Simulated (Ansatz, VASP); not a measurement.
Al3Cu in VASP and in Ansatz

```
Al Cu
1.0
     2.77968    0.00000    0.00000
     0.00000    2.77968    0.00000
     0.00000    0.00000    7.60296
Al Cu
3 1
Direct
  0.00000 0.00000 0.50000
  0.50000 0.50000 0.22069
  0.50000 0.50000 0.77931
  0.00000 0.00000 0.00000
```

Alike in both runs: functional PBEsol; k mesh 16 × 16 × 6; occupations gaussian, width 0.1 eV; no spin polarisation.

Ansatz relaxed the structure, and its values are those at the end. VASP's run is a single point on that final structure, the one shown.

|  | VASP | Ansatz |
| --- | --- | --- |
| version | VASP 6.6.1 | Ansatz 0.2.0 |
| potentials or method | VASP PAW PBE potentials, release 64 (Al, Cu), cutoff 520 eV | scalar-relativistic, plane waves, PAW |
| valence electrons in the cell | 20 | 28 |

VASP gave:

| Item | Value |
| --- | --- |
| gap on the k mesh at the Fermi level (eV) | none |
| pressure (GPa) | -0.1 |
| rms of the force components (eV/Å) | 0.010 |

Q: Estimate Ansatz's values.

A: gap on the k mesh at the Fermi level (eV): none; pressure (GPa): 0.0; rms of the force components (eV/Å): 0.001.

VASP's potentials were made for PBE, not for PBEsol. A gap of «none» marks a metal or a gap that the smearing closes. The functional is the same, so the differences come from potentials, cutoffs and numerics. VASP's potentials hold 20 valence electrons a cell and Ansatz's 28, so a difference there can come from the potentials and not from the codes.
